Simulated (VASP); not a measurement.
# AlNi: single point with PBE

AlNi:

```
Al Ni
1.0
     2.89308    0.00000    0.00000
     0.00000    2.89308    0.00000
     0.00000    0.00000    2.89308
Al Ni
1 1
Cartesian
  0.0000 0.0000 0.0000
  1.2215 1.4465 1.4465
```

This cell differs from its parent crystal: atom 2 (Ni) moved by (-0.225, +0.000) A along x and z.

- Program: VASP 6.6.1
- Task: single point
- Functional: PBE
- Potentials or basis: VASP PAW PBE potentials, release 64 (Al, Ni)
- Cutoff: 520 eV
- k mesh: 20 × 20 × 20
- Occupations: gaussian, width 0.15 eV
- Spin: no spin polarisation

| Property | Result |
| --- | --- |
| Pressure | 3.0 GPa |
| Largest force | 1.281 eV/Å |
| Band gap on the k mesh | zero (an odd number of electrons rules out a gap without spin polarisation) |

Forces on the atoms (eV/Å):
```
Al  -1.281  0.000  0.000
Ni   1.281  0.000  0.000
```

Stress tensor (GPa, compression positive):
```
1.36 0.00 0.00
0.00 3.84 0.00
0.00 0.00 3.84
```

Levels at points of the mesh, in eV from the Fermi level:
| k point | band 3 | band 4 | band 5 | band 6 | band 7 | band 8 | band 9 | band 10 | band 11 | band 12 |
| --- | --- | --- | --- | --- | --- | --- | --- | --- | --- | --- |
| (0.00, 0.00, 0.00) | -3.18 | -1.58 | -1.53 | -1.53 | 5.48 | 5.48 | 5.51 | 8.16 | 8.17 | 13.23 |
| (0.50, 0.00, 0.00) | -2.78 | -2.21 | -2.21 | -1.49 | -0.62 | 8.40 | 9.74 | 9.74 | 11.00 | 11.00 |
| (0.00, 0.50, 0.00) | -2.74 | -2.28 | -2.20 | -1.45 | -0.67 | 8.35 | 10.00 | 10.21 | 10.47 | 10.82 |
| (0.50, 0.50, 0.00) | -2.84 | -2.59 | -2.11 | -2.04 | -1.01 | 1.47 | 2.37 | 12.23 | 14.81 | 15.05 |
| (0.00, 0.50, 0.50) | -2.95 | -2.95 | -1.91 | -1.91 | -1.03 | 1.42 | 2.38 | 12.35 | 14.11 | 14.11 |
| (0.50, 0.50, 0.50) | -4.01 | -1.00 | -0.98 | 1.88 | 1.88 | 2.11 | 3.24 | 4.54 | 4.54 | 4.82 |

Wall time 3 min on 1 thread of Intel(R) Xeon(R) Platinum 8259CL CPU @ 2.50GHz (Skylake/Cascade Lake) (shared host), peak memory 0.35 GiB.

Caveat: the cell differs from its parent crystal (atom 2 (Ni) moved by (-0.225, +0.000) A along x and z); the cell stands under pressure; forces of over 1 eV/Å act on the atoms, so gaps and moduli don't describe the material at rest. Spin polarisation is off, so any magnetic state and its effect on volume and gap are missing.
